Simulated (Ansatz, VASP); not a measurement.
# Two plane-wave programs on Zn

```
Zn
1.0
    -1.49862    1.49862    1.49862
     1.49862   -1.49862    1.49862
     1.49862    1.49862   -1.49862
Zn
1
Cartesian
  0.0000 0.0000 0.0000
```

Alike in both runs: functional LDA; k mesh 8 × 8 × 8; occupations gaussian, width 0.1 eV; no spin polarisation.

Ansatz relaxed the structure, and its values are those at the end. VASP's run is a single point on that final structure, the one shown.

|  | VASP | Ansatz |
| --- | --- | --- |
| version | VASP 6.6.1 | Ansatz 0.2.0 |
| potentials or method | VASP PAW LDA potentials, release 64 (Zn), cutoff 500 eV | scalar-relativistic, plane waves, PAW |
| valence electrons in the cell | 12 | 12 |

```tsv
	VASP	Ansatz	Ansatz less VASP
gap on the k mesh at the Fermi level (eV)	none	none	-
pressure (GPa)	0.8	0.0	-0.76
```

LDA's correlation is that of Perdew and Zunger in VASP and of Perdew and Wang (1992) in Ansatz. A gap of «none» marks a metal or a gap that the smearing closes.

The k mesh is coarse, so the values compare programs but aren't converged.
